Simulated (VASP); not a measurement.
# NdP3 (Pm-3m) in VASP: a series of runs, part 3 of 3

VASP 6.6.1. The steps go on from the part before.

### Step 6. Relaxation of cell and atoms, PBE

The input, INCAR:

```
PREC = Accurate
ENCUT = 500
EDIFF = 1E-7
ISMEAR = 0
SIGMA = 0.1
LREAL = F
LASPH = T
NELM = 200
ALGO = Normal
ISIF = 3
LWAVE = F
LCHARG = F
GGA = PE
IBRION = 2
NSW = 100
EDIFFG = -0.01
GGA_COMPAT = F
NELMIN = 4
LMAXMIX = 6
```

The input, KPOINTS:

```
Automatic mesh
0
Gamma
  12 12 12
```

The input, POSCAR:

```
NdP3
1.0
    4.2256767420      0.0000000000      0.0000000000
    0.0000000000      4.2256767420      0.0000000000
    0.0000000000      0.0000000000      4.2256767420
Nd P
1 3
Direct
    0.0000000000      0.0000000000      0.0000000000
    0.5000000000      0.5000000000      0.0000000000
    0.5000000000      0.0000000000      0.5000000000
    0.0000000000      0.5000000000      0.5000000000
```

Potentials or basis: VASP PAW PBE potentials, release 64 (Nd_3, P), 4f in core.

Run with:

```
$ cat potpaw_PBE.64/Nd_3/POTCAR potpaw_PBE.64/P/POTCAR > POTCAR
$ mpirun -np 1 vasp_std > vasp.out
```

OUTCAR:

```text
PREC = Accurate
   ENCUT = 500
   EDIFF = 1E-7
   ISMEAR = 0
   LREAL = F
   LASPH = T
   NELM = 200
   ISIF = 3
   GGA = PE
   IBRION = 2
   NSW = 100
   EDIFFG = -0.01
   NELMIN = 4

 ion  position               nearest neighbor table
   1  0.000  0.000  0.000-   2 2.99   3 2.99   4 2.99   3 2.99   4 2.99   2 2.99   4 2.99   4 2.99
                             2 2.99   3 2.99   3 2.99   2 2.99
   2  0.500  0.500  0.000-   1 2.99   1 2.99   1 2.99   1 2.99
   3  0.500  0.000  0.500-   1 2.99   1 2.99   1 2.99   1 2.99
   4  0.000  0.500  0.500-   1 2.99   1 2.99   1 2.99   1 2.99

  LATTYP: Found a simple cubic cell.
 ALAT       =     4.2256767420

  Lattice vectors:

 A1 = (   4.2256767420,   0.0000000000,   0.0000000000)
 A2 = (   0.0000000000,   4.2256767420,   0.0000000000)
 A3 = (   0.0000000000,   0.0000000000,   4.2256767420)

Analysis of symmetry for initial positions (statically):
=====================================================================
 Subroutine PRICEL returns:
 Original cell was already a primitive cell.

 Routine SETGRP: Setting up the symmetry group for a
 simple cubic supercell.

 Subroutine GETGRP returns: Found 48 space group operations
 (whereof 48 operations were pure point group operations)
 out of a pool of 48 trial point group operations.

The static configuration has the point symmetry O_h .

Analysis of symmetry for dynamics (positions and initial velocities):
=====================================================================
 Subroutine PRICEL returns:
 Original cell was already a primitive cell.

 Routine SETGRP: Setting up the symmetry group for a
 simple cubic supercell.

 Subroutine GETGRP returns: Found 48 space group operations
 (whereof 48 operations were pure point group operations)
 out of a pool of 48 trial point group operations.

The dynamic configuration has the point symmetry O_h .

 Subroutine INISYM returns: Found 48 space group operations
 (whereof 48 operations are pure point group operations),
 and found     1 'primitive' translations

[... 124 lines left out ...]
   LHFCALC =     F    Hartree Fock is set to
   AEXX    =    0.0000 exact exchange contribution
   IVDW    =     0    specifies the selected vdW correction
   LEPSILON=     F    determine dielectric tensor
   LRPA    =     F    only Hartree local field effects (RPA)
 conjugate gradient relaxation of ions
 non-spin polarized calculation
 Gauss-broadening in eV      SIGMA  =   0.10
  energy-cutoff  :      500.00
  volume of cell :       75.46
 maximum number of plane-waves:      1936
 NGX is ok and might be reduce to    32
   NGX = 15   NGY = 15   NGZ = 15

--------------------------------------- Ionic step        1  -------------------------------------------

 number of electron      26.0000001 magnetization

 Free energy of the ion-electron system (eV)
  ---------------------------------------------------
  ext. energy  EPLUGINS =         0.00000000
  ---------------------------------------------------
  free energy    TOTEN  =       -22.14580805 eV

  energy without entropy =      -22.13686891  energy(sigma->0) =      -22.14133848

------------------------ aborting loop because EDIFF is reached ----------------------------------------

  FORCE on cell =-STRESS in cart. coord.  units (eV):
  Direction    XX          YY          ZZ          XY          YZ          ZX
  --------------------------------------------------------------------------------------
  -------------------------------------------------------------------------------------
  Total        0.1933805      0.1933805      0.1933805      0.0000000      0.0000000     -0.0000000
  in kB        4.1061472      4.1061472      4.1061472      0.0000000      0.0000000     -0.0000000
  external PRESSURE =       4.1061472 kB  Pullay stress =       0.0000000 kB
[... 63 lines left out ...]
--------------------------------------- Ionic step        3  -------------------------------------------

 number of electron      25.9999999 magnetization

 Free energy of the ion-electron system (eV)
  ---------------------------------------------------
  ext. energy  EPLUGINS =         0.00000000
  ---------------------------------------------------
  free energy    TOTEN  =       -22.14626519 eV

  energy without entropy =      -22.13731119  energy(sigma->0) =      -22.14178819

 E-fermi :   6.8289     XC(G=0): -10.8853

 val. band max:        6.8245153291   @ k =   0.5000   0.1667   0.0833
 cond. band min:       6.8470027606   @ k =   0.4167   0.1667   0.0000
 fundamental gap:      0.0224874315
 Fermi energy:         6.8289434873

 k-point     1 :       0.0000    0.0000    0.0000
  band No.  band energies     occupation
      1     -30.7348      2.00000
      2     -11.9486      2.00000
      3     -11.9486      2.00000
      4     -11.9486      2.00000
      5      -6.2632      2.00000
      6      -1.5355      2.00000
[... 457 lines left out ...]
      4     -11.8945      2.00000
      5      -4.2849      2.00000
      6      -2.9985      2.00000
[... 9 lines left out ...]
     16       9.3666      0.00000
     17      10.1089      0.00000

 [... further k-points ...]
[... 5 lines left out ...]
  --------------------------------------------------------------------------------------
  -------------------------------------------------------------------------------------
  Total        0.0015338      0.0015338      0.0015338      0.0000000     -0.0000000     -0.0000000
  in kB        0.0324134      0.0324134      0.0324134      0.0000000     -0.0000000     -0.0000000
  external PRESSURE =       0.0324134 kB  Pullay stress =       0.0000000 kB
[... 19 lines left out ...]
  FREE ENERGIE OF THE ION-ELECTRON SYSTEM (eV)
  ---------------------------------------------------
  free  energy   TOTEN  =       -22.1462651918 eV

  energy  without entropy=      -22.1373111892  energy(sigma->0) =      -22.14178819

 reached required accuracy - stopping structural energy minimisation
```

OSZICAR:

```text
N       E                     dE             d eps       ncg     rms          rms(c)
DAV:   1     0.132405485180E+03    0.13241E+03   -0.12017E+04  2856   0.136E+03
DAV:   2    -0.152824055420E+02   -0.14769E+03   -0.14557E+03  3682   0.264E+02
DAV:   3    -0.221942417790E+02   -0.69118E+01   -0.67595E+01  4272   0.490E+01
DAV:   4    -0.224072871917E+02   -0.21305E+00   -0.21248E+00  4146   0.799E+00
[... 28 lines left out ...]
DAV:   4    -0.221462529389E+02   -0.41767E-05   -0.47424E-05  3475   0.516E-02    0.168E-02
DAV:   5    -0.221462649302E+02   -0.11991E-04   -0.14999E-05  3649   0.290E-02    0.335E-03
DAV:   6    -0.221462646647E+02    0.26550E-06   -0.86521E-07  4000   0.564E-03    0.219E-03
DAV:   7    -0.221462650990E+02   -0.43434E-06   -0.19099E-07  2625   0.262E-03    0.107E-03
DAV:   8    -0.221462651918E+02   -0.92745E-07   -0.57231E-08  1639   0.133E-03
   3 F= -.22146265E+02 E0= -.22141788E+02  d E =-.457143E-03
```

CONTCAR:

```text
NdP3
   1.00000000000000
     4.2323832241775587    0.0000000000000000   -0.0000000000000000
     0.0000000000000000    4.2323832241775587    0.0000000000000000
     0.0000000000000000    0.0000000000000000    4.2323832241775587
  Nd              P
     1     3
Direct
     0.0000000000000000    0.0000000000000000    0.0000000000000000
     0.5000000000000000    0.5000000000000000    0.0000000000000000
     0.5000000000000000    0.0000000000000000    0.5000000000000000
     0.0000000000000000    0.5000000000000000    0.5000000000000000

  0.00000000E+00  0.00000000E+00  0.00000000E+00
  0.00000000E+00  0.00000000E+00  0.00000000E+00
  0.00000000E+00  0.00000000E+00  0.00000000E+00
  0.00000000E+00  0.00000000E+00  0.00000000E+00
```

Run time: 2.7 min. Hardware: 1 thread of Intel Xeon Platinum 8488C (Sapphire Rapids), shared host; peak memory 0.25 GiB.

What came out:

| Quantity | Value |
| --- | --- |
| Free energy | -22.1463 eV |
| Relaxed volume | 18.95 Å³/atom |
| Relaxed cell | a = 4.232 Å, b = 4.232 Å, c = 4.232 Å, α = 90.00°, β = 90.00°, γ = 90.00° |
| Space group after relaxing (to 0.1 Å) | Pm-3m (No. 221) |
| Energy gained by relaxing | 0.1 meV/atom |
| Ionic steps | 3 |
| Pressure after relaxing | 0.0 GPa |
| Band gap on the k mesh | zero (bands 13 and 14 overlap by 3.86 eV) |

The path:
```csv
step,energy change (eV),largest force (eV/Å),pressure (GPa),volume (Å³)
1,0.0000,0.0000,0.41,75.46
2,-0.0004,0.0000,-0.18,75.98
3,-0.0005,0.0000,0.00,75.81
```

Final structure:
```
Nd P
1.0
     4.23238    0.00000    0.00000
     0.00000    4.23238    0.00000
     0.00000    0.00000    4.23238
Nd P
1 3
Cartesian
  0.0000 0.0000 0.0000
  2.1162 2.1162 0.0000
  2.1162 0.0000 2.1162
  0.0000 2.1162 2.1162
```

Levels at points of the mesh, in eV from the Fermi level:
```tsv
k point	band 10	band 11	band 12	band 13	band 14	band 15	band 16	band 17
(0.00, 0.00, 0.00)	-3.95	-0.10	-0.10	-0.10	1.45	1.45	1.45	1.45
(0.50, 0.00, 0.00)	-3.37	-1.43	-1.43	-1.34	-0.72	1.37	1.37	2.02
(0.50, 0.50, 0.00)	-2.97	-2.67	-1.70	-0.86	-0.86	1.62	3.03	3.06
(0.50, 0.50, 0.50)	-3.91	-3.91	2.83	2.94	2.94	2.94	3.39	3.39
```

Caveat: spin-orbit coupling is left out, which moves the levels of the heavy elements; the 4f electrons are frozen in the core, so they carry no moment and show no levels. Spin polarisation is off, so any magnetic state and its effect on volume and gap are missing.

### Step 7. Overview

| task | cell | k mesh | gap on the mesh (eV) | pressure (GPa) | relaxed volume (Å³/atom) |
| --- | --- | --- | --- | --- | --- |
| single point | a = 4.226 Å, 4 atoms | 4 × 4 × 4 | none | -0.3 | - |
| single point | a = 4.472 Å, 4 atoms | 4 × 4 × 4 | none | -10.5 | - |
| relaxation of cell and atoms | relaxed from a = 4.472 Å, 4 atoms | 4 × 4 × 4 | none | 0.1 | 18.79 |
| single point | a = 4.238 Å, 4 atoms | 12 × 12 × 12 | none | -0.3 | - |
| relaxation of cell and atoms | relaxed from a = 4.226 Å, 4 atoms | 12 × 12 × 12 | none | 0.0 | 18.95 |

Alike in all rows: level PBE; potentials or basis VASP PAW PBE potentials, release 64 (Nd_3, P), 4f in core; no spin polarisation; cutoff (eV) 500; smearing gaussian 0.1 eV.

Caveats: some runs use coarse meshes; spin-orbit coupling is left out, which moves the levels of the heavy elements; the 4f electrons are frozen in the core, so they carry no moment and show no levels; the cell stands under tension (at least some runs); the volume moved by over 15 % at a fixed basis, so the end points are rough (at least some runs).

Total energies depend on the potentials used, so only differences within one code and one set of settings carry meaning.
